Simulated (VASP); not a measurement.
Input of a VASP 6.6.1 run:

Contents of INCAR:

```
PREC = Accurate ; ENCUT = 520
EDIFF = 1E-6 ; ISMEAR = 0
SIGMA = 0.02 ; LREAL = False
LASPH = True ; NELM = 100
ALGO = Normal ; ISIF = 2
LWAVE = False ; LCHARG = True
GGA = PE ; LELF = True
LVHAR = True ; NBANDS = 37
```

The input KPOINTS:

```
regular mesh
0
Gamma
  6 6 6
```

The input POSCAR:

```
Ti3As4
1.0
    5.5979478858      0.0000000000      0.0000000000
    0.0000000000      5.5979478858      0.0000000000
    0.0000000000      0.0000000000      5.5979478858
Ti As
3 4
Direct
    0.0000000000      0.0000000000      0.5000000000
    0.5000000000      0.0000000000      0.0000000000
    0.0000000000      0.5000000000      0.0000000000
    0.7340823220      0.7340823220      0.7340823220
    0.2659176780      0.2659176780      0.7340823220
    0.2659176780      0.7340823220      0.2659176780
    0.7340823220      0.2659176780      0.2659176780
```

Potentials or basis: VASP PAW PBE potentials, release 64 (Ti_sv, As).

Launch:

```console
$ cat potpaw_PBE.64/Ti_sv/POTCAR potpaw_PBE.64/As/POTCAR > POTCAR
$ mpirun -np 1 vasp_std > vasp.out
```

Task: Estimate the band gap on the k mesh.

Result: 0.67 eV (least direct gap 0.75 eV).

Task: Predict the pressure.

Result: 0.1 GPa.

Task: Predict the largest force.

Result: 0.015 eV/Å.

Forces on the atoms (eV/Å):
```
Ti   0.000  0.000  0.000
Ti   0.000  0.000  0.000
Ti   0.000  0.000  0.000
As  -0.009 -0.009 -0.009
As   0.009  0.009 -0.009
As   0.009 -0.009  0.009
As  -0.009  0.009  0.009
```

A k mesh can miss the band edges.
